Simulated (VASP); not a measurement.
# CdSiP2 (I-42d) in VASP: a series of runs

The runs below take CdSiP2 through single point, with PBE.

All numbers are computed with VASP 6.6.1; they aren't measurements. Logs are shortened: lines on timing, memory, paths and dates and some standing lists are left out, and cuts for length are marked.

## 1. The cell of the first run

It takes space group I-42d (No. 122, tetragonal). The conventional cell has a = 5.608 Å, b = 5.608 Å, c = 10.364 Å, α = 90.00°, β = 90.00°, γ = 90.00°. Cd (site symmetry -4) has 4 P at 2.53 Å within 3.3 Å. Si (site symmetry -4) has 4 P at 2.23 Å within 2.9 Å. Within 2.9 Å of P (site symmetry 2) lie 2 Si at 2.23 Å and 2 Cd at 2.53 Å.

## 2. Single point, PBE (20.37 Å³/atom)

INCAR

```
  ALGO = Normal
  EDIFF = 1E-6
  ENCUT = 500
  GGA = PE
  GGA_COMPAT = F
  ISIF = 2
  ISMEAR = 0
  LASPH = T
  LCHARG = T
  LELF = T
  LREAL = F
  LVHAR = T
  LWAVE = F
  NBANDS = 36
  NELM = 120
  PREC = Accurate
  SIGMA = 0.01
```

KPOINTS

```
k-points
0
Gamma
  6 6 6
```

POSCAR

```
CdSiP2
1.0
   -2.8038190140      2.8038190140      5.1817511309
    2.8038190140     -2.8038190140      5.1817511309
    2.8038190140      2.8038190140     -5.1817511309
Cd Si P
2 2 4
Direct
    0.7500000000      0.2500000000      0.5000000000
    0.0000000000      0.0000000000      0.0000000000
    0.5000000000      0.5000000000      0.0000000000
    0.2500000000      0.7500000000      0.5000000000
    0.8750000000      0.8293936402      0.4543936402
    0.1706063598      0.6250000000      0.0456063598
    0.3750000000      0.4206063598      0.5456063598
    0.5793936402      0.1250000000      0.9543936402
```

Potentials or basis: VASP PAW PBE potentials, release 64 (Cd, Si, P).

Run with:

```bash
> cat potpaw_PBE.64/Cd/POTCAR potpaw_PBE.64/Si/POTCAR potpaw_PBE.64/P/POTCAR > POTCAR
> mpirun -np 1 vasp_std > vasp.out
```

OUTCAR:

```text
EDIFF = 1E-6
   ENCUT = 500
   GGA = PE
   ISIF = 2
   ISMEAR = 0
   LASPH = T
   LREAL = F
   NELM = 120
   PREC = Accurate

 ion  position               nearest neighbor table
   1  0.750  0.250  0.500-   6 2.53   5 2.53   7 2.53   8 2.53
   2  0.000  0.000  0.000-   7 2.53   6 2.53   8 2.53   5 2.53
   3  0.500  0.500  0.000-   5 2.23   6 2.23   8 2.23   7 2.23
   4  0.250  0.750  0.500-   5 2.23   7 2.23   8 2.23   6 2.23
   5  0.875  0.829  0.454-   3 2.23   4 2.23   2 2.53   1 2.53
   6  0.171  0.625  0.046-   3 2.23   4 2.23   1 2.53   2 2.53
   7  0.375  0.421  0.546-   4 2.23   3 2.23   2 2.53   1 2.53
   8  0.579  0.125  0.954-   3 2.23   4 2.23   1 2.53   2 2.53

  LATTYP: Found a body centered tetragonal cell.
 ALAT       =     5.6076380280
 C/A-ratio  =     1.8481047118

  Lattice vectors:

 A1 = (  -2.8038190140,   2.8038190140,   5.1817511309)
 A2 = (   2.8038190140,  -2.8038190140,   5.1817511309)
 A3 = (   2.8038190140,   2.8038190140,  -5.1817511309)

Analysis of symmetry for initial positions (statically):
=====================================================================
 Subroutine PRICEL returns:
 Original cell was already a primitive cell.

 Routine SETGRP: Setting up the symmetry group for a
 body centered tetragonal supercell.

 Subroutine GETGRP returns: Found  8 space group operations
 (whereof  4 operations were pure point group operations)
 out of a pool of 16 trial point group operations.

The static configuration has the point symmetry S_4 .
 The point group associated with its full space group is D_2d.

Analysis of symmetry for dynamics (positions and initial velocities):
=====================================================================
 Subroutine PRICEL returns:
 Original cell was already a primitive cell.

 Routine SETGRP: Setting up the symmetry group for a
 body centered tetragonal supercell.

 Subroutine GETGRP returns: Found  8 space group operations
 (whereof  4 operations were pure point group operations)
 out of a pool of 16 trial point group operations.

The dynamic configuration has the point symmetry S_4 .
 The point group associated with its full space group is D_2d.

 Subroutine INISYM returns: Found  8 space group operations
 (whereof  4 operations are pure point group operations),
 and found     1 'primitive' translations

----------------------------------------------------------------------------------------

                                     Primitive cell

  volume of cell :     162.9433

  direct lattice vectors                    reciprocal lattice vectors
    -2.803819014  2.803819014  5.181751131     0.000000000  0.178328201  0.096492477
     2.803819014 -2.803819014  5.181751131     0.178328201  0.000000000  0.096492477
     2.803819014  2.803819014 -5.181751131     0.178328201  0.178328201  0.000000000

  length of vectors
     6.524825431  6.524825431  6.524825431     0.202760315  0.202760315  0.252194160

  position of ions in fractional coordinates (direct lattice)
     0.750000000  0.250000000  0.500000000
     0.000000000  0.000000000  0.000000000
     0.500000000  0.500000000  0.000000000
     0.250000000  0.750000000  0.500000000
     0.875000000  0.829393640  0.454393640
     0.170606360  0.625000000  0.045606360
     0.375000000  0.420606360  0.545606360
     0.579393640  0.125000000  0.954393640

  ion indices of the primitive-cell ions
   primitive index   ion index
                 1           1
                 2           2
                 3           3
                 4           4
                 5           5
                 6           6
                 7           7
                 8           8

----------------------------------------------------------------------------------------

 KPOINTS: k-points

Automatic generation of k-mesh.
 Grid dimensions read from file:
 generate k-points for:    6    6    6

 Generating k-lattice:

  Cartesian coordinates                     Fractional coordinates (reciprocal lattice)
     0.000000000  0.029721367  0.016082079     0.166666667 -0.000000000  0.000000000
     0.029721367  0.000000000  0.016082079    -0.000000000  0.166666667  0.000000000
     0.029721367  0.029721367  0.000000000     0.000000000  0.000000000  0.166666667

  Length of vectors
     0.033793386  0.033793386  0.042032360

  Shift w.r.t. Gamma in fractional coordinates (k-lattice)
     0.000000000  0.000000000  0.000000000

 Subroutine IBZKPT returns following result:
 ===========================================

 Found     30 irreducible k-points:

 Following reciprocal coordinates:
            Coordinates               Weight
  0.000000  0.000000  0.000000      1.000000
  0.166667 -0.000000  0.000000      8.000000
  0.333333  0.000000 -0.000000      8.000000
  0.500000  0.000000  0.000000      4.000000
  0.166667  0.166667  0.000000      8.000000
  0.333333  0.166667 -0.000000     16.000000
[... 16 lines left out ...]
 -0.333333 -0.333333  0.166667      8.000000
 -0.166667 -0.333333  0.166667      8.000000
 [... further k-points ...]
   k-points           NKPTS =     30   k-points in BZ     NKDIM =     30   number of bands    NBANDS=     36
   number of dos      NEDOS =    301   number of ions     NIONS =      8
   total plane-waves  NPLWV = 110592
   dimension x,y,z NGX =    48 NGY =   48 NGZ =   48
   dimension x,y,z NGXF=    96 NGYF=   96 NGZF=   96
   ions per type =               2   2   4
   NGX,Y,Z   is equivalent  to a cutoff of  12.23, 12.23, 12.23 a.u.
   NGXF,Y,Z  is equivalent  to a cutoff of  24.46, 24.46, 24.46 a.u.
 SYSTEM =  unknown system
   PREC   = accura    normal or accurate (medium, high low for compatibility)
   ISTART =      0    job   : 0-new  1-cont  2-samecut
   ICHARG =      2    charge: 1-file 2-atom 10-const
   ISPIN  =      1    spin polarized calculation?
   LNONCOLLINEAR =      F non collinear calculations
   LSORBIT =      F    spin-orbit coupling
   LASPH  =      T    aspherical Exc in radial PAW
   ENCUT  =  500.0 eV  36.75 Ry    6.06 a.u.  11.90 11.90 11.90*2*pi/ulx,y,z
   NELM   =    120;   NELMIN=  2; NELMDL= -5     # of ELM steps
   EDIFF  = 0.1E-05   stopping-criterion for ELM
   LREAL  =      F    real-space projection
   EDIFFG = 0.1E-04   stopping-criterion for IOM
   NSW    =      0    number of steps for IOM
   IBRION =     -1    ionic relax: 0-MD 1-quasi-New 2-CG
   NFREE  =      0    steps in history (QN), initial steepest desc. (CG)
   ISIF   =      2    stress and relaxation
   ISYM   =      2    0-nonsym 1-usesym 2-fastsym
   POTIM  = 0.5000    time-step for ionic-motion
   TEBEG  =    0.0;   TEEND  =   0.0 temperature during run
   PSTRESS=    0.0 pullay stress
   NELECT =      52.0000    total number of electrons
   NUPDOWN=      -1.0000    fix difference up-down
   EMIN   =  10.00;   EMAX   =-10.00  energy-range for DOS
   EFERMI =   0.00;   METHOD = LEGACY
   ISMEAR =     0;   SIGMA  =   0.01  broadening in eV -4-tet -1-fermi 0-gaus
   EFERMI_NEDOS =   21; number of points for ismear=-14 and -15
   IALGO  =     38    algorithm
   IMIX   =      4    mixing-type and parameters
     AMIX     =   0.40;   BMIX     =  1.00
     AMIX_MAG =   1.60;   BMIX_MAG =  1.00
  volume/ion in A,a.u.               =      20.37       137.45
  Fermi-wavevector in a.u.,A,eV,Ry     =   1.118743  2.114118 17.028869  1.251587
  Thomas-Fermi vector in A             =   2.255377
   LORBIT       =      0    0 simple, 1 ext, 2 COOP (PROOUT), +10 PAW based schemes
   GGA     = PE    functional components
   LHFCALC =     F    Hartree Fock is set to
   AEXX    =    0.0000 exact exchange contribution
   IVDW    =     0    specifies the selected vdW correction
   LEPSILON=     F    determine dielectric tensor
   LRPA    =     F    only Hartree local field effects (RPA)
 non-spin polarized calculation
 Gauss-broadening in eV      SIGMA  =   0.01
  energy-cutoff  :      500.00
  volume of cell :      162.94
 maximum number of plane-waves:      4174
   NGX = 23   NGY = 23   NGZ = 23

 number of electron      51.9999988 magnetization

 Free energy of the ion-electron system (eV)
  ---------------------------------------------------
  ext. energy  EPLUGINS =         0.00000000
  ---------------------------------------------------
  free energy    TOTEN  =       -35.41601158 eV

  energy without entropy =      -35.41601158  energy(sigma->0) =      -35.41601158

 E-fermi :   4.4758     XC(G=0):  -9.7995

 val. band max:        4.3880003978   @ k =   0.0000   0.0000   0.0000
 cond. band min:       5.6896344470   @ k =   0.0000   0.0000   0.0000
 fundamental gap:      1.3016340492
 Fermi energy:         4.4758308160

 k-point     1 :       0.0000    0.0000    0.0000
  band No.  band energies     occupation
      1      -8.5559      2.00000
      2      -5.9493      2.00000
      3      -5.9363      2.00000
      4      -5.9363      2.00000
      5      -4.4959      2.00000
      6      -3.8756      2.00000
[... 28 lines left out ...]
     35       9.4635      0.00000
     36      10.4314      0.00000

 k-point     2 :       0.1667   -0.0000    0.0000
  band No.  band energies     occupation
      1      -8.4503      2.00000
      2      -6.2025      2.00000
      3      -5.9831      2.00000
      4      -5.9627      2.00000
      5      -4.3488      2.00000
      6      -3.8824      2.00000
[... 28 lines left out ...]
     35       9.6599      0.00000
     36      10.1864      0.00000

 k-point     3 :       0.3333    0.0000   -0.0000
  band No.  band energies     occupation
      1      -8.1708      2.00000
      2      -6.7079      2.00000
      3      -6.0640      2.00000
      4      -6.0080      2.00000
      5      -4.1578      2.00000
      6      -3.9480      2.00000
[... 28 lines left out ...]
     35       9.6126      0.00000
     36      10.4534      0.00000

 k-point     4 :       0.5000    0.0000    0.0000
  band No.  band energies     occupation
      1      -7.9474      2.00000
      2      -7.0227      2.00000
      3      -6.1014      2.00000
      4      -6.0319      2.00000
      5      -4.0800      2.00000
      6      -3.9851      2.00000
[... 28 lines left out ...]
     35       9.7174      0.00000
     36       9.8117      0.00000

 k-point     5 :       0.1667    0.1667    0.0000
  band No.  band energies     occupation
      1      -8.2993      2.00000
      2      -6.5031      2.00000
      3      -6.0285      2.00000
      4      -5.9939      2.00000
      5      -4.2241      2.00000
      6      -3.9121      2.00000
[... 655 lines left out ...]
 k-point    22 :      -0.1667    0.5000    0.1667
  band No.  band energies     occupation
      1      -7.9399      2.00000
      2      -7.0572      2.00000
      3      -6.1610      2.00000
      4      -5.9771      2.00000
      5      -4.1222      2.00000
      6      -3.9959      2.00000
[... 28 lines left out ...]
     35       9.5873      0.00000
     36       9.7954      0.00000

 k-point    23 :      -0.3333   -0.3333    0.1667
  band No.  band energies     occupation
      1      -8.0110      2.00000
      2      -7.0190      2.00000
      3      -6.0430      2.00000
      4      -6.0250      2.00000
      5      -4.1412      2.00000
      6      -3.9474      2.00000
[... 28 lines left out ...]
     35       9.5633      0.00000
     36      10.3885      0.00000

 k-point    24 :      -0.1667   -0.3333    0.1667
  band No.  band energies     occupation
      1      -8.2458      2.00000
      2      -6.6952      2.00000
      3      -6.0147      2.00000
      4      -5.9580      2.00000
      5      -4.2208      2.00000
      6      -3.8943      2.00000
[... 28 lines left out ...]
     35       9.1861      0.00000
     36      10.0441      0.00000

 [... further k-points ...]

------------------------ aborting loop because EDIFF is reached ----------------------------------------

  FORCE on cell =-STRESS in cart. coord.  units (eV):
  Direction    XX          YY          ZZ          XY          YZ          ZX
  --------------------------------------------------------------------------------------
  -------------------------------------------------------------------------------------
  Total        5.6699154      5.6699154      5.3858509      0.0000000      0.0000000      0.0000000
  in kB       55.7507435     55.7507435     52.9576143      0.0000000      0.0000000      0.0000000
  external PRESSURE =      54.8197005 kB  Pullay stress =       0.0000000 kB

 VOLUME and BASIS-vectors are now :
 -----------------------------------------------------------------------------
  energy-cutoff  :      500.00
  volume of cell :      162.94
      direct lattice vectors                 reciprocal lattice vectors
    -2.803819014  2.803819014  5.181751131     0.000000000  0.178328201  0.096492477
     2.803819014 -2.803819014  5.181751131     0.178328201  0.000000000  0.096492477
     2.803819014  2.803819014 -5.181751131     0.178328201  0.178328201  0.000000000

 POSITION                                       TOTAL-FORCE (eV/Angst)
 -----------------------------------------------------------------------------------
      0.00000      2.80382      2.59088         0.000000      0.000000      0.000000
      0.00000      0.00000      0.00000         0.000000      0.000000     -0.000000
      0.00000      0.00000      5.18175         0.000000     -0.000000     -0.000000
      2.80382      0.00000      2.59088         0.000000      0.000000     -0.000000
      1.14617      1.40191      6.47719         0.056494     -0.000000     -0.000000
      1.40191     -1.14617      3.88631         0.000000     -0.056494     -0.000000
      1.65765      1.40191      1.29544        -0.056494      0.000000     -0.000000
      1.40191      3.94998     -1.29544         0.000000      0.056494     -0.000000
 -----------------------------------------------------------------------------------
    total drift:                                0.000000      0.000000      0.000001

  FREE ENERGIE OF THE ION-ELECTRON SYSTEM (eV)
  ---------------------------------------------------
  free  energy   TOTEN  =       -35.4160115817 eV

  energy  without entropy=      -35.4160115817  energy(sigma->0) =      -35.41601158
```

It took 4.2 min on 1 thread of AMD EPYC 9755, shared host; peak memory 0.37 GiB.

What came out:

| Quantity | Value |
| --- | --- |
| Free energy | -35.4160 eV |
| Pressure | 5.5 GPa |
| Largest force | 0.056 eV/Å |
| Band gap on the k mesh | 1.30 eV |

Forces in eV/Å, atoms in the order of the input:
```
Cd   0.000  0.000  0.000
Cd   0.000  0.000  0.000
Si   0.000  0.000  0.000
Si   0.000  0.000  0.000
P    0.056  0.000  0.000
P    0.000 -0.056  0.000
P   -0.056  0.000  0.000
P    0.000  0.056  0.000
```

Levels at points of the mesh, in eV from the valence-band top:
```csv
k point,band 24,band 25,band 26,band 27,band 28,band 29
"(0.00, 0.00, 0.00)",-0.26,-0.26,0.00,1.30,1.99,2.29
"(0.50, 0.00, 0.00)",-1.65,-0.93,-0.56,2.52,2.91,2.97
"(0.50, 0.50, 0.00)",-0.91,-0.46,-0.46,2.02,2.02,3.07
"(0.50, 0.50, 0.50)",-1.85,-0.79,-0.79,1.94,1.94,2.00
```

Caveat: the cell stands under pressure. A k mesh can miss the band edges.

## 3. Single point, PBE (21.02 Å³/atom)

This run uses another cell than the first one, of 21.02 Å³/atom.

INCAR

```
ALGO = Normal ; EDIFF = 1E-6
ENCUT = 500 ; GGA = PE
GGA_COMPAT = False ; ISIF = 2
ISMEAR = 0 ; LASPH = True
LCHARG = True ; LELF = True
LREAL = False ; LVHAR = True
LWAVE = False ; NBANDS = 36
NELM = 120 ; PREC = Accurate
SIGMA = 0.01
```

KPOINTS is that of step 2.

Edit POSCAR of step 2 so:

```diff
@@ -2,5 +2,5 @@
 1.0
-   -2.8038190140      2.8038190140      5.1817511309
-    2.8038190140     -2.8038190140      5.1817511309
-    2.8038190140      2.8038190140     -5.1817511309
+   -2.8333350674      2.8333350674      5.2362998882
+    2.8333350674     -2.8333350674      5.2362998882
+    2.8333350674      2.8333350674     -5.2362998882
 Cd Si P
```

Potentials or basis: VASP PAW PBE potentials, release 64 (Cd, Si, P).

Run with:

```bash
> cat potpaw_PBE.64/Cd/POTCAR potpaw_PBE.64/Si/POTCAR potpaw_PBE.64/P/POTCAR > POTCAR
> mpirun -np 1 vasp_std > vasp.out
```

It took 4 min on 1 thread of AMD EPYC 9755, shared host; peak memory 0.37 GiB.

Results (log left out):

```yaml
Free_energy: -35.5457 eV
Pressure: 2.6 GPa
Largest_force: 0.005 eV/Å
Band_gap_on_the_k_mesh: 1.36 eV
```

Forces in eV/Å, atoms in the order of the input:
```
Cd   0.000  0.000  0.000
Cd   0.000  0.000  0.000
Si   0.000  0.000  0.000
Si   0.000  0.000  0.000
P    0.005  0.000  0.000
P    0.000 -0.005  0.000
P   -0.005  0.000  0.000
P    0.000  0.005  0.000
```

Stress tensor (GPa, compression positive):
```
2.60 0.00 0.00
0.00 2.60 0.00
0.00 0.00 2.46
```

Levels at points of the mesh, in eV from the valence-band top:
| k point | band 24 | band 25 | band 26 | band 27 | band 28 | band 29 |
| --- | --- | --- | --- | --- | --- | --- |
| (0.00, 0.00, 0.00) | -0.26 | -0.26 | 0.00 | 1.36 | 2.00 | 2.03 |
| (0.50, 0.00, 0.00) | -1.58 | -0.90 | -0.52 | 2.49 | 2.82 | 2.96 |
| (0.50, 0.50, 0.00) | -0.89 | -0.44 | -0.44 | 1.92 | 1.92 | 3.01 |
| (0.50, 0.50, 0.50) | -1.84 | -0.75 | -0.75 | 1.96 | 1.96 | 2.02 |

A k mesh can miss the band edges.

[end of part 1 of 2]
